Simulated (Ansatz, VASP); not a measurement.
# One calculation of BN, two programs

Contents of INCAR:

```
SYSTEM = BN
ALGO     = Normal         ! electronic algorithm
EDIFF    = 1E-8           ! SCF threshold, eV
ENCUT    = 520            ! plane-wave cutoff, eV
GGA      = PE             ! functional
ISIF     = 2              ! what is computed and relaxed
ISMEAR   = -1             ! smearing method
LASPH    = .TRUE.         ! aspherical terms in the spheres
LCHARG   = .FALSE.        ! write CHGCAR
LEFG     = .TRUE.       
LREAL    = .FALSE.        ! projectors in reciprocal space
LWAVE    = .FALSE.        ! write WAVECAR
NBANDS   = 16             ! bands
NELM     = 60             ! most SCF steps
PREC     = Accurate       ! precision mode
SIGMA    = 0.02           ! smearing width, eV
```

Contents of KPOINTS:

```
k-points
0
G
  11 11 4
  0 0 0
```

The input POSCAR:

```
BN
1.0
    2.5039917043     -0.0125199585     -0.0125199585
   -1.2628384543      2.1747804061     -0.0045826229
   -0.0333060000     -0.0333060000      6.6612000000
B N
2 2
Direct
    0.3333333333      0.6666666667      0.2500000000
    0.6666666667      0.3333333333      0.7500000000
    0.3333333333      0.6666666667      0.7500000000
    0.6666666667      0.3333333333      0.2500000000
```

Input for Ansatz:

```yaml
crystal:
  lattice:
    - [2.5039917043, -0.0125199585, -0.0125199585]
    - [-1.2628384543, 2.1747804061, -0.0045826229]
    - [-0.033306, -0.033306, 6.6612]
  atoms:
    - { symbol: B, position: [0.3333333333, 0.6666666667, 0.25] }
    - { symbol: B, position: [0.6666666667, 0.3333333333, 0.75] }
    - { symbol: "N", position: [0.3333333333, 0.6666666667, 0.75] }
    - { symbol: "N", position: [0.6666666667, 0.3333333333, 0.25] }
kpoints:
  mp_grid: { grid: [11, 11, 4] }
scf:
  occupations: { method: fermi_dirac, width: 0.02 }
hamiltonian:
  xc: pbe
  pseudopotentials: { kind: all_electron, datasets: crystal }
output:
  forces: true
  stress: true
  eigenvalues: true
  efg: { contact_densities: true }
```

Change from the starting cell: equal xy, yz and zx shear strains of -1 %, crystal datasets.

Alike in both runs: task electric field gradients; functional PBE; k mesh 11 × 11 × 4; occupations fermi-dirac, width 0.02 eV; no spin polarisation.

|  | VASP | Ansatz |
| --- | --- | --- |
| version | VASP 6.6.1 | Ansatz 0.2.0 |
| potentials or method | VASP PAW PBE potentials, release 64 (B, N), cutoff 520 eV | all-electron PAW with datasets made for the crystal, scalar-relativistic |

```tsv
	VASP	Ansatz	Ansatz less VASP
gap on the k mesh at the Fermi level (eV)	4.30	4.30	0.000
pressure (GPa)	3.4	3.3	-0.10
traceless stress, the component that is largest in VASP (GPa)	3.74	3.73	-0.009
rms of the force components (eV/Å)	0.073	0.073	-0.0003
size of Vzz on the site where it differs most (V/Å²)	35.1	29.0	-6.09
```

Atom by atom the forces differ by 0.000 eV/Å (rms over components). Ansatz ran all-electron here, and VASP with PAW potentials.
